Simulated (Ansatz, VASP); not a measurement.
**Two plane-wave programs on CuSi16**

```
Si Cu
1.0
     0.00000    5.43000    5.43000
     5.43000    0.00000    5.43000
     5.43000    5.43000    0.00000
Si Cu
16 1
Direct
  0.00218 0.98477 0.00657
  0.12267 0.11843 0.13961
  0.97244 0.00855 0.50955
  0.12267 0.11843 0.61939
  0.00217 0.50559 0.00653
  0.15286 0.61506 0.11608
  0.00218 0.50558 0.48581
  0.12266 0.63859 0.61942
  0.49485 0.99855 0.00720
  0.62999 0.11732 0.12639
  0.49486 0.99855 0.49948
  0.60033 0.13263 0.63356
  0.52507 0.49104 0.99199
  0.62997 0.62546 0.12639
  0.49485 0.50626 0.49949
  0.62997 0.62545 0.61827
  0.05946 0.31282 0.81391
```

Alike in both runs: functional LDA; k mesh 2 × 2 × 2; occupations fermi-dirac, width 0.02 eV; collinear spin.

Ansatz relaxed the structure, and its values are those at the end. VASP's run is a single point on that final structure, the one shown.

|  | VASP | Ansatz |
| --- | --- | --- |
| version | VASP 6.6.1 | Ansatz 0.2.0 |
| potentials or method | VASP PAW LDA potentials, release 64 (Si, Cu), cutoff 520 eV | scalar-relativistic, plane waves, PAW |
| valence electrons in the cell | 75 | 83 |

|  | VASP | Ansatz | Ansatz less VASP |
| --- | --- | --- | --- |
| rms of the force components (eV/Å) | 0.013 | 0.007 | -0.0060 |
| net moment per atom (μB) | 0.00 | 0.00 | 0.000 |

Ansatz warns that its potentials were made for another functional, while VASP's fit it. LDA's correlation is that of Perdew and Zunger in VASP and of Perdew and Wang (1992) in Ansatz. VASP's potentials hold 75 valence electrons a cell and Ansatz's 83, so a difference there can come from the potentials and not from the codes. Ansatz's warnings: seeded moment not kept.

The k mesh is coarse, so the values compare programs but aren't converged.
